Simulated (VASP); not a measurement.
Here is a VASP 6.6.1 calculation.

INCAR

```
PREC     = Accurate       # precision mode
ENCUT    = 520            # plane-wave cutoff, eV
EDIFF    = 1E-6           # SCF threshold, eV
ISMEAR   = -1             # smearing method
SIGMA    = 0.1            # smearing width, eV
LREAL    = False          # projectors in reciprocal space
LASPH    = True           # aspherical terms in the spheres
NELM     = 100            # most SCF steps
ALGO     = Normal         # electronic algorithm
ISIF     = 2              # what is computed and relaxed
LWAVE    = False          # write WAVECAR
LCHARG   = False          # write CHGCAR
GGA      = CA             # functional
NBANDS   = 11             # bands
```

The input KPOINTS:

```
regular mesh
0
Gamma
  26 26 26
```

POSCAR

```
Ni
1.0
    0.0000000000      1.7104399103      1.7104399103
    1.7104399103      0.0000000000      1.7104399103
    1.7104399103      1.7104399103      0.0000000000
Ni
1
Direct
    0.0000000000      0.0000000000      0.0000000000
```

Potentials or basis: VASP PAW LDA potentials, release 64 (Ni).

Launch:

```sh
$ cat potpaw_LDA.64/Ni/POTCAR > POTCAR
$ mpirun -np 1 vasp_std > vasp.out
```

Q: Predict the pressure.

A: 0.0 GPa.

Q: Estimate the band gap on the k mesh.

A: Zero (band 5 reaches 10.33 eV, above the bottom of band 6 at 9.24 eV).

Caveat: the run has no spin polarisation, though such a crystal can be magnetic. Spin polarisation is off, so any magnetic state and its effect on volume and gap are missing.
